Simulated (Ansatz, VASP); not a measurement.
# Two plane-wave programs on NaF

```
CELL_PARAMETERS angstrom
0.05414 2.30536 2.30536
2.30536 0.05414 2.30536
2.30536 2.30536 0.05414
ATOMIC_POSITIONS crystal
Na 0.00000 0.00000 0.00000
F 0.50000 0.50000 0.50000
```

Change from the starting cell: epitaxial_111 strain -2.0%.

Alike in both runs: task single point; functional PBE; k mesh 10 × 10 × 10; occupations fermi-dirac, width 0.02 eV; no spin polarisation.

|  | VASP | Ansatz |
| --- | --- | --- |
| version | VASP 6.6.1 | Ansatz 0.2.0 |
| potentials or method | VASP PAW PBE potentials, release 64 (Na_pv, F) | plane waves, PAW |
| plane-wave cutoff (eV) | 520 | 420 |
| valence electrons in the cell | 14 | 16 |

Ansatz gave:

| Item | Value |
| --- | --- |
| gap on the k mesh at the Fermi level (eV) | 6.56 |
| pressure (GPa) | 5.2 |
| traceless stress, the component that is largest in VASP (GPa) | -0.69 |

Question: What did VASP give for the same quantities?

Answer: gap on the k mesh at the Fermi level (eV): 6.54; pressure (GPa): 5.1; traceless stress, the component that is largest in VASP (GPa): -0.68.

VASP's potentials hold 14 valence electrons a cell and Ansatz's 16, so a difference there can come from the potentials and not from the codes.
